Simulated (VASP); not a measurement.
**GaN: single point with PBE**

The system is GaN.

```xyz
2
Lattice="0.0000 2.2535 2.2535 2.2535 0.0000 2.2535 2.2535 2.2535 0.0000" Properties=species:S:1:pos:R:3 pbc="T T T"
Ga    0.0000    0.0000    0.0000
N     3.4421    3.3184    3.3803
```

This cell differs from its parent crystal: all N atoms moved +0.087 Å, as atom 2 along Cartesian [1 -1 0].

```yaml
Program: VASP 6.6.1
Task: single point
Functional: PBE
Potentials_or_basis: VASP PAW PBE potentials, release 64 (Ga_d, N)
Cutoff: 520 eV
k_mesh: 10 × 10 × 10
Occupations: gaussian, width 0.05 eV
Spin: no spin polarisation
Dipole_correction: no
Further_INCAR_settings: ALGO = Normal; EDIFF = 1e-06; NBANDS = 16
```

```json
{
  "Pressure": "5.8 GPa",
  "Largest force": "1.105 eV/Å",
  "Band gap on the k mesh": "1.57 eV"
}
```

Forces on the atoms (eV/Å):
```
Ga   0.767 -0.767 -0.206
N   -0.767  0.767  0.206
```

Stress tensor (GPa, compression positive):
```
 5.66 -1.00 -3.74
-1.00  5.66  3.74
-3.74  3.74  6.19
```

Levels at points of the mesh, in eV from the valence-band top:
```tsv
k point	band 6	band 7	band 8	band 9	band 10	band 11	band 12	band 13
(0.00, 0.00, 0.00)	-13.29	-0.34	-0.14	0.00	1.57	10.06	10.14	10.34
(0.50, 0.00, 0.00)	-12.01	-7.42	-1.26	-0.98	4.60	8.59	10.07	10.59
(0.00, 0.50, 0.00)	-12.04	-6.96	-1.27	-0.97	4.37	8.53	9.84	10.39
(0.00, 0.00, 0.50)	-12.03	-7.19	-1.36	-0.87	4.47	8.56	9.78	10.70
(0.50, 0.50, 0.00)	-11.62	-6.30	-2.86	-2.80	3.18	6.47	11.53	13.80
(0.00, 0.50, 0.50)	-11.60	-6.28	-2.93	-2.76	3.18	6.50	11.53	13.68
```

Wall time 62 s on 1 thread of AMD EPYC 7R13 Processor (Zen 3) (shared host), peak memory 0.19 GiB.

Caveat: the cell differs from its parent crystal (all N atoms moved +0.087 Å, as atom 2 along Cartesian [1 -1 0]); the cell stands under pressure; forces of over 1 eV/Å act on the atoms, so gaps and moduli don't describe the material at rest.
